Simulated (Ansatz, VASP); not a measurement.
CoO: VASP beside Ansatz

```
CELL_PARAMETERS angstrom
0.00000 2.17504 2.17504
2.17504 0.00000 2.17504
2.17504 2.17504 0.00000
ATOMIC_POSITIONS crystal
Co 0.00000 0.00000 0.00000
O 0.50000 0.50000 0.50000
```

Alike in both runs: task single point; functional RPBE; dispersion D4; k mesh 10 × 10 × 10; occupations gaussian, width 0.05 eV; collinear spin; Hubbard terms Co d U = 3.3 eV.

|  | VASP | Ansatz |
| --- | --- | --- |
| version | VASP 6.6.1 | Ansatz 0.2.0 |
| potentials or method | VASP PAW PBE potentials, release 64 (Co, O), cutoff 520 eV | scalar-relativistic, plane waves, PAW |
| valence electrons in the cell | 15 | 23 |

Ansatz gave:

- pressure (GPa): -3.1
- net moment per atom (μB): 1.50
- size of the moment on the site where the two differ most (μB): 2.63

Task: Which values does VASP return?

Result: Pressure (GPa): -11.7; net moment per atom (μB): 1.50; size of the moment on the site where the two differ most (μB): 2.74.

VASP's potentials were made for PBE, not for RPBE. Site moments also hang on the region over which each program counts them. The programs project onto different local orbitals, so the same U acts differently, and such runs can settle in different states. VASP's potentials hold 15 valence electrons a cell and Ansatz's 23, so a difference there can come from the potentials and not from the codes. Ansatz's warnings: dispersion switch in reach, symmetry narrowed by occupation matrices.
